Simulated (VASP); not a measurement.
# Ta (P6/mmm) in VASP: a series of runs

Ta is run at these levels: r2SCAN; tasks: single point, relaxation of cell and atoms.

Everything below comes from runs of VASP 6.6.1. Logs are shortened: lines on timing, memory, paths and dates and some standing lists are left out, and cuts for length are marked.

## 1. The cell of the first run

It takes space group P6/mmm (No. 191, hexagonal). The conventional cell has a = 4.845 Å, b = 4.845 Å, c = 2.718 Å, α = 90.00°, β = 90.00°, γ = 120.00°. Ta (site symmetry 6/mmm) has 14 Ta at 2.72 to 3.11 Å within 3.6 Å. Ta (site symmetry -6m2) has 11 Ta at 2.72 to 3.11 Å within 3.6 Å.

This isn't the form of Ta at room conditions, which is bcc.

## 2. Single point, r2SCAN

POSCAR

```
Ta
1.0
    4.8450982661      0.0000000000      0.0000000000
   -2.4225491331      4.1959781823      0.0000000000
    0.0000000000      0.0000000000      2.7181746238
Ta
3
Direct
    0.0000000000      0.0000000000      0.0000000000
    0.3333333333      0.6666666667      0.5000000000
    0.6666666667      0.3333333333      0.5000000000
```

INCAR.step1

```
SYSTEM = Ta
PREC = Accurate ; ENCUT = 520
ISMEAR = 0 ; SIGMA = 0.1
LREAL = .FALSE. ; LASPH = .TRUE.
NELM = 80 ; NBANDS = 24
GGA = PE ; ALGO = Normal
EDIFF = 1E-4 ; LWAVE = .TRUE.
LCHARG = .FALSE.
```

INCAR.step2

```
SYSTEM = Ta
PREC = Accurate ; ENCUT = 520
EDIFF = 1E-6 ; ISMEAR = 0
SIGMA = 0.1 ; LREAL = .FALSE.
LASPH = .TRUE. ; NELM = 80
ALGO = Normal ; ISIF = 2
LWAVE = .FALSE. ; LCHARG = .TRUE.
METAGGA = R2SCAN ; LMIXTAU = .TRUE.
LELF = .TRUE. ; LVHAR = .TRUE.
NBANDS = 24 ; ISTART = 1
```

KPOINTS

```
regular mesh
0
G
  6 6 6
  0 0 0
```

Potentials or basis: VASP PAW PBE potentials, release 64 (Ta_pv).

On the command line:

```
$ cat potpaw_PBE.64/Ta_pv/POTCAR > POTCAR
$ cp INCAR.step1 INCAR
$ mpirun -np 1 vasp_std > vasp.out
$ cp INCAR.step2 INCAR
$ mpirun -np 1 vasp_std > vasp.out
```

OUTCAR:

```text
SYSTEM = Ta
   PREC = Accurate
   ENCUT = 520
   EDIFF = 1E-6
   ISMEAR = 0
   LREAL = .FALSE.
   LASPH = .TRUE.
   NELM = 80
   ISIF = 2
   METAGGA = R2SCAN
   ISTART = 1

 ion  position               nearest neighbor table
   1  0.000  0.000  0.000-   2 3.11   3 3.11   2 3.11   3 3.11   3 3.11   3 3.11   2 3.11   2 3.11
                             3 3.11   3 3.11   2 3.11   2 3.11
   2  0.333  0.667  0.500-   3 2.80   3 2.80   3 2.80   1 3.11   1 3.11   1 3.11   1 3.11   1 3.11
                             1 3.11
   3  0.667  0.333  0.500-   2 2.80   2 2.80   2 2.80   1 3.11   1 3.11   1 3.11   1 3.11   1 3.11
                             1 3.11

  LATTYP: Found a hexagonal cell.
 ALAT       =     4.8450982661
 C/A-ratio  =     0.5610153756

  Lattice vectors:

 A1 = (   4.8450982661,   0.0000000000,   0.0000000000)
 A2 = (  -2.4225491331,   4.1959781823,   0.0000000000)
 A3 = (   0.0000000000,   0.0000000000,   2.7181746238)

Analysis of symmetry for initial positions (statically):
=====================================================================
 Subroutine PRICEL returns:
 Original cell was already a primitive cell.

 Routine SETGRP: Setting up the symmetry group for a
 hexagonal supercell.

 Subroutine GETGRP returns: Found 24 space group operations
 (whereof 24 operations were pure point group operations)
 out of a pool of 24 trial point group operations.

The static configuration has the point symmetry D_6h.

Analysis of symmetry for dynamics (positions and initial velocities):
=====================================================================
 Subroutine PRICEL returns:
 Original cell was already a primitive cell.

 Routine SETGRP: Setting up the symmetry group for a
 hexagonal supercell.

 Subroutine GETGRP returns: Found 24 space group operations
 (whereof 24 operations were pure point group operations)
 out of a pool of 24 trial point group operations.

The dynamic configuration has the point symmetry D_6h.

 Subroutine INISYM returns: Found 24 space group operations
 (whereof 24 operations are pure point group operations),
 and found     1 'primitive' translations

----------------------------------------------------------------------------------------

                                     Primitive cell

  volume of cell :      55.2603

  direct lattice vectors                    reciprocal lattice vectors
     4.845098266  0.000000000  0.000000000     0.206394163  0.119161725  0.000000000
    -2.422549133  4.195978182  0.000000000     0.000000000  0.238323451  0.000000000
     0.000000000  0.000000000  2.718174624     0.000000000  0.000000000  0.367893950

  length of vectors
     4.845098266  4.845098266  2.718174624     0.238323451  0.238323451  0.367893950

  position of ions in fractional coordinates (direct lattice)
     0.000000000  0.000000000  0.000000000
     0.333333333  0.666666667  0.500000000
     0.666666667  0.333333333  0.500000000

  ion indices of the primitive-cell ions
   primitive index   ion index
                 1           1
                 2           2
                 3           3

----------------------------------------------------------------------------------------

 KPOINTS: regular mesh

Automatic generation of k-mesh.
 Grid dimensions read from file:
 generate k-points for:    6    6    6

 Generating k-lattice:

  Cartesian coordinates                     Fractional coordinates (reciprocal lattice)
     0.034399027  0.019860288  0.000000000     0.166666667  0.000000000  0.000000000
     0.000000000  0.039720575  0.000000000     0.000000000  0.166666667  0.000000000
     0.000000000  0.000000000  0.061315658     0.000000000  0.000000000  0.166666667

  Length of vectors
     0.039720575  0.039720575  0.061315658

  Shift w.r.t. Gamma in fractional coordinates (k-lattice)
     0.000000000  0.000000000  0.000000000

 Subroutine IBZKPT returns following result:
 ===========================================

 Found     28 irreducible k-points:

 Following reciprocal coordinates:
            Coordinates               Weight
  0.000000  0.000000  0.000000      1.000000
  0.166667  0.000000  0.000000      6.000000
  0.333333  0.000000  0.000000      6.000000
  0.500000  0.000000  0.000000      3.000000
  0.166667  0.166667  0.000000      6.000000
  0.333333  0.166667  0.000000     12.000000
[... 16 lines left out ...]
  0.166667  0.000000  0.500000      6.000000
  0.333333  0.000000  0.500000      6.000000
 [... further k-points ...]
   k-points           NKPTS =     28   k-points in BZ     NKDIM =     28   number of bands    NBANDS=     24
   number of dos      NEDOS =    301   number of ions     NIONS =      3
   total plane-waves  NPLWV =  25920
   dimension x,y,z NGX =    36 NGY =   36 NGZ =   20
   dimension x,y,z NGXF=    72 NGYF=   72 NGZF=   40
   ions per type =               3
   NGX,Y,Z   is equivalent  to a cutoff of  12.35, 12.35, 12.23 a.u.
   NGXF,Y,Z  is equivalent  to a cutoff of  24.70, 24.70, 24.46 a.u.
 SYSTEM =  Ta
   PREC   = accura    normal or accurate (medium, high low for compatibility)
   ISTART =      1    job   : 0-new  1-cont  2-samecut
   ICHARG =      0    charge: 1-file 2-atom 10-const
   ISPIN  =      1    spin polarized calculation?
   LNONCOLLINEAR =      F non collinear calculations
   LSORBIT =      F    spin-orbit coupling
   LASPH  =      T    aspherical Exc in radial PAW
   ENCUT  =  520.0 eV  38.22 Ry    6.18 a.u.   9.01  9.01  5.05*2*pi/ulx,y,z
   NELM   =     80;   NELMIN=  2; NELMDL=  0     # of ELM steps
   EDIFF  = 0.1E-05   stopping-criterion for ELM
   LREAL  =      F    real-space projection
   EDIFFG = 0.1E-04   stopping-criterion for IOM
   NSW    =      0    number of steps for IOM
   IBRION =     -1    ionic relax: 0-MD 1-quasi-New 2-CG
   NFREE  =      0    steps in history (QN), initial steepest desc. (CG)
   ISIF   =      2    stress and relaxation
   ISYM   =      2    0-nonsym 1-usesym 2-fastsym
   POTIM  = 0.5000    time-step for ionic-motion
   TEBEG  =    0.0;   TEEND  =   0.0 temperature during run
   PSTRESS=    0.0 pullay stress
   NELECT =      33.0000    total number of electrons
   NUPDOWN=      -1.0000    fix difference up-down
   EMIN   =  10.00;   EMAX   =-10.00  energy-range for DOS
   EFERMI =   0.00;   METHOD = LEGACY
   ISMEAR =     0;   SIGMA  =   0.10  broadening in eV -4-tet -1-fermi 0-gaus
   EFERMI_NEDOS =   21; number of points for ismear=-14 and -15
   IALGO  =     38    algorithm
   IMIX   =      4    mixing-type and parameters
     AMIX     =   0.40;   BMIX     =  1.00
     AMIX_MAG =   1.60;   BMIX_MAG =  1.00
  volume/ion in A,a.u.               =      18.42       124.30
  Fermi-wavevector in a.u.,A,eV,Ry     =   1.378611  2.605197 25.858803  1.900568
  Thomas-Fermi vector in A             =   2.503657
   LORBIT       =      0    0 simple, 1 ext, 2 COOP (PROOUT), +10 PAW based schemes
   METAGGA = R2SCAN    functional components
   LHFCALC =     F    Hartree Fock is set to
   AEXX    =    0.0000 exact exchange contribution
   IVDW    =     0    specifies the selected vdW correction
   LEPSILON=     F    determine dielectric tensor
   LRPA    =     F    only Hartree local field effects (RPA)
 non-spin polarized calculation
 Gauss-broadening in eV      SIGMA  =   0.10
  energy-cutoff  :      520.00
  volume of cell :       55.26
 maximum number of plane-waves:      1502
 NGX is ok and might be reduce to    36

 number of electron      33.0000011 magnetization

 Free energy of the ion-electron system (eV)
  ---------------------------------------------------
  ext. energy  EPLUGINS =         0.00000000
  ---------------------------------------------------
  free energy    TOTEN  =      -145.02026570 eV

  energy without entropy =     -144.98744048  energy(sigma->0) =     -145.00385309

 E-fermi :   5.4987     XC(G=0): -13.6126

 val. band max:        5.4898789713   @ k =   0.5000   0.0000   0.3333
 cond. band min:       5.5001650129   @ k =   0.1667   0.1667   0.3333
 fundamental gap:      0.0102860416
 Fermi energy:         5.4986957705

 k-point     1 :       0.0000    0.0000    0.0000
  band No.  band energies     occupation
      1     -30.0607      2.00000
      2     -30.0607      2.00000
      3     -29.9186      2.00000
      4     -29.9186      2.00000
      5     -29.2270      2.00000
      6     -29.2270      2.00000
[... 16 lines left out ...]
     23       9.1382      0.00000
     24      12.4404      0.00000

 k-point     2 :       0.1667    0.0000    0.0000
  band No.  band energies     occupation
      1     -30.1668      2.00000
      2     -30.1170      2.00000
      3     -29.7949      2.00000
      4     -29.7736      2.00000
      5     -29.3210      2.00000
      6     -29.2422      2.00000
[... 16 lines left out ...]
     23      10.0426      0.00000
     24      11.7713      0.00000

 k-point     3 :       0.3333    0.0000    0.0000
  band No.  band energies     occupation
      1     -30.2735      2.00000
      2     -30.0708      2.00000
      3     -29.6556      2.00000
      4     -29.6420      2.00000
      5     -29.4950      2.00000
      6     -29.2832      2.00000
[... 16 lines left out ...]
     23      10.7610      0.00000
     24      11.0203      0.00000
[... 514 lines left out ...]
 k-point    23 :       0.1667    0.0000    0.5000
  band No.  band energies     occupation
      1     -30.3439      2.00000
      2     -30.3359      2.00000
      3     -30.1285      2.00000
      4     -29.9024      2.00000
      5     -29.8531      2.00000
      6     -29.6174      2.00000
[... 16 lines left out ...]
     23      10.5903      0.00000
     24      12.8831      0.00000

 k-point    24 :       0.3333    0.0000    0.5000
  band No.  band energies     occupation
      1     -30.3837      2.00000
      2     -30.3363      2.00000
      3     -30.1645      2.00000
      4     -29.9307      2.00000
      5     -29.7442      2.00000
      6     -29.6180      2.00000
[... 16 lines left out ...]
     23      10.2609      0.00000
     24      11.7568      0.00000

 [... further k-points ...]

------------------------ aborting loop because EDIFF is reached ----------------------------------------

  FORCE on cell =-STRESS in cart. coord.  units (eV):
  Direction    XX          YY          ZZ          XY          YZ          ZX
  --------------------------------------------------------------------------------------
  -------------------------------------------------------------------------------------
  Total        0.2806316      0.2806316      0.3280840     -0.0000000      0.0000000      0.0000000
  in kB        8.1364318      8.1364318      9.5122317     -0.0000000      0.0000000      0.0000000
  external PRESSURE =       8.5950318 kB  Pullay stress =       0.0000000 kB

 VOLUME and BASIS-vectors are now :
 -----------------------------------------------------------------------------
  energy-cutoff  :      520.00
  volume of cell :       55.26
      direct lattice vectors                 reciprocal lattice vectors
     4.845098266  0.000000000  0.000000000     0.206394163  0.119161725  0.000000000
    -2.422549133  4.195978182  0.000000000     0.000000000  0.238323451  0.000000000
     0.000000000  0.000000000  2.718174624     0.000000000  0.000000000  0.367893950

 POSITION                                       TOTAL-FORCE (eV/Angst)
 -----------------------------------------------------------------------------------
      0.00000      0.00000      0.00000         0.000000      0.000000     -0.000000
     -0.00000      2.79732      1.35909        -0.000000      0.000000      0.000000
      2.42255      1.39866      1.35909         0.000000     -0.000000     -0.000000
 -----------------------------------------------------------------------------------
    total drift:                                0.000000      0.000000     -0.000000

  FREE ENERGIE OF THE ION-ELECTRON SYSTEM (eV)
  ---------------------------------------------------
  free  energy   TOTEN  =      -145.0202656989 eV

  energy  without entropy=     -144.9874404789  energy(sigma->0) =     -145.00385309
```

Run time: 57 s. Hardware: 1 thread of Intel Xeon 6975P-C (Granite Rapids), shared host; peak memory 0.18 GiB.

Results:

- Free energy: -145.0203 eV
- Pressure: 0.9 GPa
- Band gap on the k mesh: zero (an odd number of electrons rules out a gap without spin polarisation)

Levels at points of the mesh, in eV from the Fermi level:
| k point | band 12 | band 13 | band 14 | band 15 | band 16 | band 17 | band 18 | band 19 | band 20 | band 21 |
| --- | --- | --- | --- | --- | --- | --- | --- | --- | --- | --- |
| (0.00, 0.00, 0.00) | -2.17 | -1.64 | -1.64 | -1.60 | -1.60 | -0.78 | 1.12 | 1.12 | 3.62 | 3.62 |
| (0.50, 0.00, 0.00) | -4.86 | -2.02 | -1.86 | -1.62 | -1.02 | -0.77 | 0.59 | 2.40 | 3.80 | 3.83 |
| (0.00, 0.00, 0.50) | -3.49 | -3.11 | -3.11 | -2.11 | 0.26 | 0.26 | 1.50 | 1.50 | 4.74 | 4.74 |
| (0.50, 0.00, 0.50) | -3.35 | -2.59 | -1.37 | -1.24 | -0.38 | 0.70 | 0.91 | 1.10 | 2.73 | 3.77 |

Caveat: the k points lie up to 0.39 Å⁻¹ apart, too coarse for converged energies and pressures of a metal; the PAW data sets were made with another functional, which shifts forces and pressure a little; spin-orbit coupling is left out, which moves the levels of the heavy elements.

## 3. Relaxation of cell and atoms, r2SCAN

This run uses another cell than the first one, of 21.48 Å³/atom.

POSCAR

```
Ta
1.0
    4.9513374049      0.0000000000      0.0000000000
   -2.4756687025      4.2879839754      0.0000000000
    0.0000000000      0.0000000000      3.0353851048
Ta
3
Direct
    0.0000000000      0.0000000000      0.0000000000
    0.3333333333      0.6666666667      0.5000000000
    0.6666666667      0.3333333333      0.5000000000
```

INCAR.step1

```
  PREC = Accurate
  ENCUT = 600
  ISMEAR = 0
  SIGMA = 0.1
  LREAL = F
  LASPH = T
  NELM = 80
  GGA = PE
  ALGO = Normal
  EDIFF = 1E-4
  LWAVE = T
  LCHARG = F
```

INCAR.step2

```
  PREC = Accurate
  ENCUT = 600
  EDIFF = 1E-7
  ISMEAR = 0
  SIGMA = 0.1
  LREAL = F
  LASPH = T
  NELM = 80
  ALGO = Normal
  ISIF = 3
  LWAVE = F
  LCHARG = F
  METAGGA = R2SCAN
  LMIXTAU = T
  IBRION = 2
  NSW = 90
  EDIFFG = -0.04
  ISTART = 1
```

KPOINTS

```
regular mesh
0
Gamma
  6 6 6
```

Potentials or basis: VASP PAW PBE potentials, release 64 (Ta_pv).

On the command line:

```
$ cat potpaw_PBE.64/Ta_pv/POTCAR > POTCAR
$ cp INCAR.step1 INCAR
$ mpirun -np 1 vasp_std > vasp.out
$ cp INCAR.step2 INCAR
$ mpirun -np 1 vasp_std > vasp.out
```

Wall time 9.1 min (1 thread of Intel Xeon 6975P-C (Granite Rapids), shared host); peak memory 0.23 GiB.

Results (log left out):

```yaml
Free_energy: -145.0236 eV
Relaxed_volume: 18.51 Å³/atom
Relaxed_cell: a = 4.853 Å, b = 4.853 Å, c = 2.722 Å, α = 90.00°, β = 90.00°, γ = 120.00°
Space_group_after_relaxing_to_0.1_Å: P6/mmm (No. 191)
Pressure_after_relaxing: 0.0 GPa
Band_gap_on_the_k_mesh: zero (an odd number of electrons rules out a gap without spin polarisation)
```

Final structure:
```cif
data_structure
_symmetry_space_group_name_H-M 'P 1'
_symmetry_Int_Tables_number 1
_cell_length_a 4.8528
_cell_length_b 4.8528
_cell_length_c 2.7223
_cell_angle_alpha 90.000
_cell_angle_beta 90.000
_cell_angle_gamma 120.000
_cell_volume 55.52
loop_
_atom_site_label
_atom_site_type_symbol
_atom_site_fract_x
_atom_site_fract_y
_atom_site_fract_z
_atom_site_occupancy
Ta1 Ta 0.00000 0.00000 0.00000 1
Ta2 Ta 0.33333 0.66667 0.50000 1
Ta3 Ta 0.66667 0.33333 0.50000 1
```

Levels at points of the mesh, in eV from the Fermi level:
```
           k point  band 12  band 13  band 14  band 15  band 16  band 17  band 18  band 19  band 20
(0.00, 0.00, 0.00)    -2.17    -1.64    -1.64    -1.60    -1.60    -0.77     1.12     1.12     3.61
(0.50, 0.00, 0.00)    -4.84    -2.01    -1.85    -1.60    -1.01    -0.77     0.57     2.40     3.78
(0.00, 0.00, 0.50)    -3.49    -3.09    -3.09    -2.11     0.26     0.26     1.49     1.49     4.71
(0.50, 0.00, 0.50)    -3.32    -2.57    -1.36    -1.23    -0.37     0.68     0.91     1.09     2.71
```

Caveat: the PAW data sets were made with another functional, which shifts forces and pressure a little; spin-orbit coupling is left out, which moves the levels of the heavy elements.

## 4. Single point, r2SCAN

This run uses another cell than the first one: it holds 2 atoms, not 3.

POSCAR

```
Ta
1.0
    4.6362434737      0.0000000000      0.0000000000
   -2.3181217368      4.0151046263      0.0000000000
    0.0000000000      0.0000000000      2.6657595005
Ta
2
Direct
    0.3333333333      0.6666666667      0.0000000000
    0.6666666667      0.3333333333      0.0000000000
```

INCAR.step1

```
  PREC = Accurate
  ENCUT = 520
  ISMEAR = 0
  SIGMA = 0.1
  LREAL = False
  LASPH = True
  NELM = 60
  NBANDS = 18
  GGA = PE
  ALGO = Normal
  EDIFF = 1E-4
  LWAVE = True
  LCHARG = False
```

INCAR.step2

```
  PREC = Accurate
  ENCUT = 520
  EDIFF = 1E-6
  ISMEAR = 0
  SIGMA = 0.1
  LREAL = False
  LASPH = True
  NELM = 60
  ALGO = Normal
  ISIF = 2
  LWAVE = False
  LCHARG = False
  METAGGA = R2SCAN
  LMIXTAU = True
  NBANDS = 18
  ISTART = 1
```

KPOINTS

```
Automatic mesh
0
Gamma
  15 15 20
```

On the command line:

```
$ cat potpaw_PBE.64/Ta_pv/POTCAR > POTCAR
$ cp INCAR.step1 INCAR
$ mpirun -np 1 vasp_std > vasp.out
$ cp INCAR.step2 INCAR
$ mpirun -np 1 vasp_std > vasp.out
```

Wall time 4.5 min (1 thread of Intel Xeon 6975P-C (Granite Rapids), shared host); peak memory 0.33 GiB.

It converged, with:

```
Free energy            : -93.1829 eV
Pressure               : 0.4 GPa
Band gap on the k mesh : zero (bands 11 and 12 overlap by 1.74 eV)
```

Stress tensor (GPa, compression positive):
```
0.37 0.00 0.00
0.00 0.37 0.00
0.00 0.00 0.47
```

Levels at points of the mesh, in eV from the Fermi level:
| k point | band 8 | band 9 | band 10 | band 11 | band 12 | band 13 | band 14 | band 15 |
| --- | --- | --- | --- | --- | --- | --- | --- | --- |
| (0.00, 0.00, 0.00) | -2.61 | -1.86 | -0.26 | -0.26 | 0.08 | 0.08 | 3.97 | 3.97 |
| (0.00, 0.00, 0.50) | -2.57 | -2.41 | 0.96 | 1.09 | 1.09 | 1.79 | 1.79 | 1.88 |

Caveat: the PAW data sets were made with another functional, which shifts forces and pressure a little; spin-orbit coupling is left out, which moves the levels of the heavy elements.

## 5. The runs side by side

| task | cell | k mesh | cutoff (eV) | gap on the mesh (eV) | pressure (GPa) |
| --- | --- | --- | --- | --- | --- |
| single point | a = 4.845, b = 4.845, c = 2.718 Å, angles 90.0, 90.0, 120.0°, 3 atoms, atomic positions A | 6 × 6 × 6 | 520 | none | 0.9 |
| relaxation of cell and atoms | relaxed from a = 4.951, b = 4.951, c = 3.035 Å, angles 90.0, 90.0, 120.0°, 3 atoms, atomic positions A | 6 × 6 × 6 | 600 | none | 0.0 |
| single point | a = 4.636, b = 4.636, c = 2.666 Å, angles 90.0, 90.0, 120.0°, 2 atoms, atomic positions B | 15 × 15 × 20 | 520 | none | 0.4 |

Alike in all rows: level r2SCAN; potentials or basis VASP PAW PBE potentials, release 64 (Ta_pv); no spin polarisation; smearing gaussian 0.1 eV.

Caveats: some runs use coarse meshes; the PAW data sets were made with another functional, which shifts forces and pressure a little; spin-orbit coupling is left out, which moves the levels of the heavy elements.

Absolute energies hang on the potentials; compare differences alone.
